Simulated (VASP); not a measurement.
Wanted: the native input for a VASP 6.6.1 run.

```
Task                   : single point
Functional             : PBE
Potentials or basis    : VASP PAW PBE potentials, release 64 (Cd)
Cutoff                 : 520 eV
k mesh                 : 16 × 16 × 16
Occupations            : gaussian, width 0.1 eV
Spin                   : no spin polarisation
Dipole correction      : no
Further INCAR settings : ALGO = Fast; EDIFF = 1e-06; NBANDS = 12
```

The structure of Cd lies in POSCAR:

```
Cd
1.0
    0.0000000000      2.2541536876      2.2541536876
    2.2541536876      0.0000000000      2.2541536876
    2.2541536876      2.2541536876      0.0000000000
Cd
1
Direct
    0.0000000000      0.0000000000      0.0000000000
```

These files were run (other wordings do the same):

INCAR

```
PREC = Accurate
ENCUT = 520
EDIFF = 1E-6
ISMEAR = 0
SIGMA = 0.1
LREAL = F
LASPH = T
NELM = 100
ALGO = Fast
ISIF = 2
LWAVE = F
LCHARG = F
GGA = PE
NBANDS = 12
```

KPOINTS

```
regular mesh
0
Gamma
  16 16 16
```

Potentials or basis: VASP PAW PBE potentials, release 64 (Cd).

Launch:

```bash
$ cat potpaw_PBE.64/Cd/POTCAR > POTCAR
$ mpirun -np 1 vasp_std > vasp.out
```

Results of the run:

```json
{"Pressure": "0.3 GPa", "Band gap on the k mesh": "zero (band 6 reaches 4.34 eV, above the bottom of band 7 at 1.10 eV)"}
```

It took 32 s on 1 thread of Intel(R) Xeon(R) Platinum 8488C (Sapphire Rapids) (shared host), peak memory 0.16 GiB.
